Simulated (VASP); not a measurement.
# SrMg (R-3m) in VASP: notebook

The runs below take SrMg through single point, with LDA.

Program: VASP 6.6.1. These are calculated values, not measurements. Logs are shortened: lines on timing, memory, paths and dates and some standing lists are left out, and cuts for length are marked.

## Step 1: The cell of the first run

The structure is trigonal, space group R-3m (No. 166). Conventional cell: a = 5.868 Å, b = 5.868 Å, c = 8.624 Å, α = 90.00°, β = 90.00°, γ = 120.00°. Within 4.8 Å of Sr (site symmetry -3m) lie 8 Mg at 3.68 to 4.31 Å and 6 Sr at 4.44 Å. Within 4.8 Å of Mg (site symmetry -3m) lie 8 Sr at 3.68 to 4.31 Å and 6 Mg at 4.44 Å.

## Step 2: Single point, LDA

INCAR reads:

```
SYSTEM = SrMg
ALGO = Fast
EDIFF = 1E-6
ENCUT = 520
ISIF = 2
ISMEAR = 0
LASPH = .TRUE.
LCHARG = .FALSE.
LREAL = .FALSE.
LWAVE = .FALSE.
NBANDS = 13
NELM = 60
PREC = Accurate
SIGMA = 0.15
```

KPOINTS reads:

```
k-points
0
G
  14 14 14
  0 0 0
```

POSCAR reads:

```
SrMg
1.0
   -1.1064353703      3.0426972683      3.0426972683
    3.0426972683     -1.1064353703      3.0426972683
    3.0426972683      3.0426972683     -1.1064353703
Sr Mg
1 1
Direct
    0.5000000000      0.5000000000      0.5000000000
    0.0000000000      0.0000000000      0.0000000000
```

Potentials or basis: VASP PAW LDA potentials, release 64 (Sr_sv, Mg).

Launch:

```sh
cat potpaw_LDA.64/Sr_sv/POTCAR potpaw_LDA.64/Mg/POTCAR > POTCAR
mpirun -np 1 vasp_std > vasp.out
```

OUTCAR:

```text
SYSTEM = SrMg
   EDIFF = 1E-6
   ENCUT = 520
   ISIF = 2
   ISMEAR = 0
   LASPH = .TRUE.
   LREAL = .FALSE.
   NELM = 60
   PREC = Accurate

 ion  position               nearest neighbor table
   1  0.500  0.500  0.500-   2 3.68   2 3.68   2 3.68   2 3.68   2 3.68   2 3.68   2 4.31   2 4.31

   2  0.000  0.000  0.000-   1 3.68   1 3.68   1 3.68   1 3.68   1 3.68   1 3.68   1 4.31   1 4.31

  LATTYP: Found a trigonal (rhomboedric) cell.
 ALAT       =     4.4429958994
 COS(alpha) =     0.1279069767

  Lattice vectors:

 A1 = (  -1.1064353703,   3.0426972683,   3.0426972683)
 A2 = (   3.0426972683,  -1.1064353703,   3.0426972683)
 A3 = (   3.0426972683,   3.0426972683,  -1.1064353703)

Analysis of symmetry for initial positions (statically):
=====================================================================
 Subroutine PRICEL returns:
 Original cell was already a primitive cell.

 Routine SETGRP: Setting up the symmetry group for a
 trigonal (rhombohedral) supercell.

 Subroutine GETGRP returns: Found 12 space group operations
 (whereof 12 operations were pure point group operations)
 out of a pool of 12 trial point group operations.

The static configuration has the point symmetry D_3d.

Analysis of symmetry for dynamics (positions and initial velocities):
=====================================================================
 Subroutine PRICEL returns:
 Original cell was already a primitive cell.

 Routine SETGRP: Setting up the symmetry group for a
 trigonal (rhombohedral) supercell.

 Subroutine GETGRP returns: Found 12 space group operations
 (whereof 12 operations were pure point group operations)
 out of a pool of 12 trial point group operations.

The dynamic configuration has the point symmetry D_3d.

 Subroutine INISYM returns: Found 12 space group operations
 (whereof 12 operations are pure point group operations),
 and found     1 'primitive' translations

----------------------------------------------------------------------------------------

                                     Primitive cell

  volume of cell :      85.7143

  direct lattice vectors                    reciprocal lattice vectors
    -1.106435370  3.042697268  3.042697268    -0.093727755  0.147286473  0.147286473
     3.042697268 -1.106435370  3.042697268     0.147286473 -0.093727755  0.147286473
     3.042697268  3.042697268 -1.106435370     0.147286473  0.147286473 -0.093727755

  length of vectors
     4.442995899  4.442995899  4.442995899     0.228410819  0.228410819  0.228410819

  position of ions in fractional coordinates (direct lattice)
     0.500000000  0.500000000  0.500000000
     0.000000000  0.000000000  0.000000000

  ion indices of the primitive-cell ions
   primitive index   ion index
                 1           1
                 2           2

----------------------------------------------------------------------------------------

 KPOINTS: k-points

Automatic generation of k-mesh.
 Grid dimensions read from file:
 generate k-points for:   14   14   14

 Generating k-lattice:

  Cartesian coordinates                     Fractional coordinates (reciprocal lattice)
    -0.006694840  0.010520462  0.010520462     0.071428571  0.000000000 -0.000000000
     0.010520462 -0.006694840  0.010520462     0.000000000  0.071428571 -0.000000000
     0.010520462  0.010520462 -0.006694840    -0.000000000 -0.000000000  0.071428571

  Length of vectors
     0.016315058  0.016315058  0.016315058

  Shift w.r.t. Gamma in fractional coordinates (k-lattice)
     0.000000000  0.000000000  0.000000000

 Subroutine IBZKPT returns following result:
 ===========================================

 Found    288 irreducible k-points:

 Following reciprocal coordinates:
            Coordinates               Weight
  0.000000  0.000000  0.000000      1.000000
  0.071429  0.000000  0.000000      6.000000
  0.142857  0.000000  0.000000      6.000000
  0.214286  0.000000  0.000000      6.000000
  0.285714  0.000000  0.000000      6.000000
  0.357143 -0.000000 -0.000000      6.000000
[... 16 lines left out ...]
  0.214286  0.142857  0.000000     12.000000
  0.285714  0.142857  0.000000     12.000000
 [... further k-points ...]
   k-points           NKPTS =    288   k-points in BZ     NKDIM =    288   number of bands    NBANDS=     13
   number of dos      NEDOS =    301   number of ions     NIONS =      2
   total plane-waves  NPLWV =  46656
   dimension x,y,z NGX =    36 NGY =   36 NGZ =   36
   dimension x,y,z NGXF=    72 NGYF=   72 NGZF=   72
   ions per type =               1   1
   NGX,Y,Z   is equivalent  to a cutoff of  13.47, 13.47, 13.47 a.u.
   NGXF,Y,Z  is equivalent  to a cutoff of  26.94, 26.94, 26.94 a.u.
 SYSTEM =  SrMg
   PREC   = accura    normal or accurate (medium, high low for compatibility)
   ISTART =      0    job   : 0-new  1-cont  2-samecut
   ICHARG =      2    charge: 1-file 2-atom 10-const
   ISPIN  =      1    spin polarized calculation?
   LNONCOLLINEAR =      F non collinear calculations
   LSORBIT =      F    spin-orbit coupling
   LASPH  =      T    aspherical Exc in radial PAW
   ENCUT  =  520.0 eV  38.22 Ry    6.18 a.u.   8.26  8.26  8.26*2*pi/ulx,y,z
   NELM   =     60;   NELMIN=  2; NELMDL= -5     # of ELM steps
   EDIFF  = 0.1E-05   stopping-criterion for ELM
   LREAL  =      F    real-space projection
   EDIFFG = 0.1E-04   stopping-criterion for IOM
   NSW    =      0    number of steps for IOM
   IBRION =     -1    ionic relax: 0-MD 1-quasi-New 2-CG
   NFREE  =      0    steps in history (QN), initial steepest desc. (CG)
   ISIF   =      2    stress and relaxation
   ISYM   =      2    0-nonsym 1-usesym 2-fastsym
   POTIM  = 0.5000    time-step for ionic-motion
   TEBEG  =    0.0;   TEEND  =   0.0 temperature during run
   PSTRESS=    0.0 pullay stress
   NELECT =      12.0000    total number of electrons
   NUPDOWN=      -1.0000    fix difference up-down
   EMIN   =  10.00;   EMAX   =-10.00  energy-range for DOS
   EFERMI =   0.00;   METHOD = LEGACY
   ISMEAR =     0;   SIGMA  =   0.15  broadening in eV -4-tet -1-fermi 0-gaus
   EFERMI_NEDOS =   21; number of points for ismear=-14 and -15
   IALGO  =     68    algorithm
   IMIX   =      4    mixing-type and parameters
     AMIX     =   0.40;   BMIX     =  1.00
     AMIX_MAG =   1.60;   BMIX_MAG =  1.00
  volume/ion in A,a.u.               =      42.86       289.21
  Fermi-wavevector in a.u.,A,eV,Ry     =   0.850062  1.606385  9.831654  0.722606
  Thomas-Fermi vector in A             =   1.965981
   LORBIT       =      0    0 simple, 1 ext, 2 COOP (PROOUT), +10 PAW based schemes
   GGA     = CA    functional components
   LHFCALC =     F    Hartree Fock is set to
   AEXX    =    0.0000 exact exchange contribution
   IVDW    =     0    specifies the selected vdW correction
   LEPSILON=     F    determine dielectric tensor
   LRPA    =     F    only Hartree local field effects (RPA)
 non-spin polarized calculation
 RMM-DIIS sequential band-by-band and
 Gauss-broadening in eV      SIGMA  =   0.15
  energy-cutoff  :      520.00
  volume of cell :       85.71
 maximum number of plane-waves:      2329
 NGX is ok and might be reduce to    36
   NGX = 17   NGY = 17   NGZ = 17

 number of electron      12.0000000 magnetization

 Free energy of the ion-electron system (eV)
  ---------------------------------------------------
  ext. energy  EPLUGINS =         0.00000000
  ---------------------------------------------------
  free energy    TOTEN  =        -3.53964928 eV

  energy without entropy =       -3.51623104  energy(sigma->0) =       -3.52794016

 E-fermi :   1.1658     XC(G=0):  -7.6349

 val. band max:        1.1599949648   @ k =  -0.4286   0.3571   0.1429
 cond. band min:       1.1746258690   @ k =   0.2857   0.2143   0.0714
 fundamental gap:      0.0146309042
 Fermi energy:         1.1658266966

 k-point     1 :       0.0000    0.0000    0.0000
  band No.  band energies     occupation
      1     -35.0836      2.00000
      2     -17.1342      2.00000
      3     -17.1342      2.00000
      4     -17.1270      2.00000
      5      -3.2982      2.00000
      6       2.1183      0.00000
      7       2.1183      0.00000
      8       4.2277      0.00000
      9       4.2278      0.00000
     10       4.6639      0.00000
     11       4.6639      0.00000
     12       4.6806      0.00000
     13       4.8577      0.00000

 k-point     2 :       0.0714    0.0000    0.0000
  band No.  band energies     occupation
      1     -35.0834      2.00000
      2     -17.1368      2.00000
      3     -17.1338      2.00000
      4     -17.1278      2.00000
      5      -3.2521      2.00000
      6       2.0368      0.00000
      7       2.1389      0.00000
      8       3.9911      0.00000
      9       4.0977      0.00000
     10       4.3473      0.00000
     11       4.7966      0.00000
     12       4.9393      0.00000
     13       5.1727      0.00000

 k-point     3 :       0.1429    0.0000    0.0000
  band No.  band energies     occupation
      1     -35.0831      2.00000
      2     -17.1464      2.00000
      3     -17.1330      2.00000
      4     -17.1281      2.00000
      5      -3.1148      2.00000
      6       1.7520      0.00000
      7       2.1954      0.00000
      8       3.6718      0.00000
      9       3.9462      0.00000
     10       4.1029      0.00000
     11       4.8643      0.00000
     12       5.3752      0.00000
     13       5.5613      0.00000
[... 305 lines left out ...]
 k-point    23 :       0.2143    0.1429    0.0000
  band No.  band energies     occupation
      1     -35.0820      2.00000
      2     -17.1593      2.00000
      3     -17.1431      2.00000
      4     -17.1284      2.00000
      5      -2.7819      2.00000
      6       1.5088      0.00122
      7       2.1497      0.00000
      8       2.7380      0.00000
      9       4.0204      0.00000
     10       4.4205      0.00000
     11       4.7226      0.00000
     12       5.4087      0.00000
     13       6.0493      0.00000

 k-point    24 :       0.2857    0.1429    0.0000
  band No.  band energies     occupation
      1     -35.0813      2.00000
      2     -17.1758      2.00000
      3     -17.1416      2.00000
      4     -17.1272      2.00000
      5      -2.5033      2.00000
      6       0.9140      1.98241
      7       2.3494      0.00000
      8       2.6176      0.00000
      9       3.8689      0.00000
     10       4.5215      0.00000
     11       4.7710      0.00000
     12       5.6963      0.00000
     13       6.2658      0.00000

 [... further k-points ...]

------------------------ aborting loop because EDIFF is reached ----------------------------------------

  FORCE on cell =-STRESS in cart. coord.  units (eV):
  Direction    XX          YY          ZZ          XY          YZ          ZX
  --------------------------------------------------------------------------------------
  -------------------------------------------------------------------------------------
  Total       -1.7071638     -1.7071638     -1.7071638     -0.4758109     -0.4758109     -0.4758109
  in kB      -31.9104238    -31.9104238    -31.9104238     -8.8938899     -8.8938899     -8.8938899
  external PRESSURE =     -31.9104238 kB  Pullay stress =       0.0000000 kB

 VOLUME and BASIS-vectors are now :
 -----------------------------------------------------------------------------
  energy-cutoff  :      520.00
  volume of cell :       85.71
      direct lattice vectors                 reciprocal lattice vectors
    -1.106435370  3.042697268  3.042697268    -0.093727755  0.147286473  0.147286473
     3.042697268 -1.106435370  3.042697268     0.147286473 -0.093727755  0.147286473
     3.042697268  3.042697268 -1.106435370     0.147286473  0.147286473 -0.093727755

 POSITION                                       TOTAL-FORCE (eV/Angst)
 -----------------------------------------------------------------------------------
      2.48948      2.48948      2.48948         0.000000     -0.000000     -0.000000
      0.00000      0.00000      0.00000        -0.000000      0.000000      0.000000
 -----------------------------------------------------------------------------------
    total drift:                                0.000000      0.000000      0.000000

  FREE ENERGIE OF THE ION-ELECTRON SYSTEM (eV)
  ---------------------------------------------------
  free  energy   TOTEN  =        -3.5396492807 eV

  energy  without entropy=       -3.5162310387  energy(sigma->0) =       -3.52794016
```

Run time: 2.1 min. Hardware: 1 thread of Intel Xeon 6975P-C (Granite Rapids), shared host; peak memory 0.46 GiB.

What came out:

```yaml
Free_energy: -3.5396 eV
Pressure: -3.2 GPa
Band_gap_on_the_k_mesh: zero (band 6 reaches 2.12 eV, above the bottom of band 7 at 0.82 eV)
```

[end of part 1 of 2]
